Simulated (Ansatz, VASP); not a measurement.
NaF: VASP beside Ansatz

```
Na F
1.0
     0.00000    2.32330    2.32330
     2.32330    0.00000    2.32330
     2.32330    2.32330    0.00000
Na F
1 1
Cartesian
  0.0000 0.0000 0.0000
  2.3233 2.3233 2.4483
```

Change from the starting cell: all F atoms moved +0.125 Å, as atom 2 along Cartesian [0 0 1].

Alike in both runs: task single point; functional PBEsol; k mesh 8 × 8 × 8; occupations gaussian, width 0.05 eV; no spin polarisation.

|  | VASP | Ansatz |
| --- | --- | --- |
| version | VASP 6.6.1 | Ansatz 0.2.0 |
| potentials or method | VASP PAW PBE potentials, release 64 (Na_pv, F), cutoff 520 eV | scalar-relativistic, plane waves, PAW |
| valence electrons in the cell | 14 | 16 |

|  | VASP | Ansatz | Ansatz less VASP |
| --- | --- | --- | --- |
| gap on the k mesh at the Fermi level (eV) | 6.12 | 6.14 | +0.020 |
| least direct gap on the mesh (eV) | 6.12 | 6.14 | +0.020 |
| pressure (GPa) | -0.1 | -0.1 | 0.00 |
| traceless stress, the component that is largest in VASP (GPa) | 1.17 | 1.12 | -0.055 |
| rms of the force components (eV/Å) | 0.172 | 0.165 | -0.0074 |

VASP's potentials were made for PBE, not for PBEsol. Atom by atom the forces differ by 0.007 eV/Å (rms over components). The functional is the same, so the differences come from potentials, cutoffs and numerics. VASP's potentials hold 14 valence electrons a cell and Ansatz's 16, so a difference there can come from the potentials and not from the codes.
